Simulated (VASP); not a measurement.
Write the native input for VASP 6.6.1 that does the following.

```
Task                   : single point
Functional             : PBEsol
Potentials or basis    : VASP PAW PBE potentials, release 64 (In_d, Pd)
Cutoff                 : 520 eV
k mesh                 : 10 × 10 × 10
Occupations            : fermi-dirac, width 0.1 eV
Spin                   : non-collinear spin, zero start, spin-orbit coupling
Starting moments       : [[0.0, 0.0, 0.0], [0.0, 0.0, 0.0]] μB
Dipole correction      : no
Further INCAR settings : ALGO = Normal; EDIFF = 1e-06; NBANDS = 35
```

The structure of InPd lies in POSCAR:

```
InPd
1.0
    3.2487108772      0.0000000000      0.0000000000
    0.0000000000      3.2487108772      0.0000000000
    0.0000000000      0.0000000000      3.2487108772
In Pd
1 1
Direct
    0.0000000000      0.0000000000      0.0000000000
    0.5000000000      0.5000000000      0.5000000000
```

These files were run (other wordings do the same):

INCAR

```
SYSTEM = InPd
PREC = Accurate
ENCUT = 520
EDIFF = 1E-6
ISMEAR = -1
SIGMA = 0.1
LREAL = .FALSE.
LASPH = .TRUE.
NELM = 150
ALGO = Normal
ISIF = 2
LWAVE = .FALSE.
LCHARG = .FALSE.
MAGMOM = 0 0 0 0 0 0
LORBIT = 11
LSORBIT = .TRUE.
GGA_COMPAT = .FALSE.
LORBMOM = .TRUE.
LMAXMIX = 4
GGA = PS
NBANDS = 35
```

KPOINTS

```
regular mesh
0
G
  10 10 10
  0 0 0
```

Potentials or basis: VASP PAW PBE potentials, release 64 (In_d, Pd).

Run with:

```console
$ cat potpaw_PBE.64/In_d/POTCAR potpaw_PBE.64/Pd/POTCAR > POTCAR
$ mpirun -np 1 vasp_ncl > vasp.out
```

It gave:

```json
{"Pressure": "0.1 GPa", "Net moment": "0.00 μB per cell", "Valence electrons inside the program's atomic spheres": "In 11.48; Pd 9.51"}
```

Caveat: the PAW data sets were made with another functional, which shifts forces and pressure a little.

Run time: 72 s on 1 thread of AMD EPYC 7R13 Processor (Zen 3), on a shared host, peak memory 0.23 GiB.
